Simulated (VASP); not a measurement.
Runs of VASP 6.6.1 on LiH. The structure is that of space group Fm-3m (No. 225), or close to it. The cells are those of the table. 

| level | cell | k mesh | smearing | grid for exact exchange (PRECFOCK) | share of exact exchange | screening parameter | gap on the mesh (eV) |
| --- | --- | --- | --- | --- | --- | --- | --- |
| PBE | a = 2.810, b = 2.810, c = 2.787 Å, angles 60.3, 60.3, 59.5°, 2 atoms | 10 × 10 × 10 | fermi-dirac 0.02 eV | - | - | - | 2.76 |
| HSE06 | a = 2.810, b = 2.810, c = 2.787 Å, angles 60.3, 60.3, 59.5°, 2 atoms | 8 × 8 × 8 | gaussian 0.01 eV | Normal | 0.25 | 0.2079 1/Å | (b) |
| r2SCAN | a = 2.833, b = 2.833, c = 2.807 Å, angles 60.3, 60.3, 60.6°, 2 atoms | 10 × 10 × 10 | gaussian 0.01 eV | - | - | - | (a) |
| PBE | a = 2.833, b = 2.833, c = 2.807 Å, angles 60.3, 60.3, 60.6°, 2 atoms | 10 × 10 × 10 | fermi-dirac 0.02 eV | - | - | - | 2.97 |
| r2SCAN | a = 2.874 Å, angles 62.2°, 2 atoms | 10 × 10 × 10 | gaussian 0.01 eV | - | - | - | 3.63 |

Alike in all rows: task single point; potentials or basis VASP PAW PBE potentials, release 64 (Li_sv, H); no spin polarisation; cutoff (eV) 520.

Question: Estimate the missing entries.

Answer: (a) 3.58; (b) 3.75.

A k mesh can miss the band edges.
